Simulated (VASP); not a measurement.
A run of VASP 6.6.1:

INCAR

```
PREC = Accurate
ENCUT = 500
EDIFF = 1E-6
ISMEAR = 0
SIGMA = 0.1
LREAL = False
LASPH = True
NELM = 120
ALGO = Normal
ISIF = 2
LWAVE = False
LCHARG = False
GGA = PE
IVDW = 13
NBANDS = 12
GGA_COMPAT = False
```

KPOINTS

```
regular mesh
0
Gamma
  6 4 4
```

POSCAR

```
Sb
1.0
    3.1224020000      0.0000000000      0.0000000000
    0.0000000000      4.3475180000      0.0000000000
   -0.0389150000      0.0000000000      4.4058520000
Sb
2
Direct
    0.9886110000      0.7500000000      0.7588340000
    0.0113890000      0.2500000000      0.2411660000
```

Potentials or basis: VASP PAW PBE potentials, release 64 (Sb).

Run with:

```sh
$ cat potpaw_PBE.64/Sb/POTCAR > POTCAR
$ mpirun -np 1 vasp_std > vasp.out
```

Hardware: 1 thread of Intel Xeon 6975P-C, with other jobs on the host.

Q: How long does it take, and how much memory?

A: Run time: 12 s on 1 thread of Intel Xeon 6975P-C, on a shared host, peak memory 0.17 GiB. Counts: scf iterations 11, k points 42.
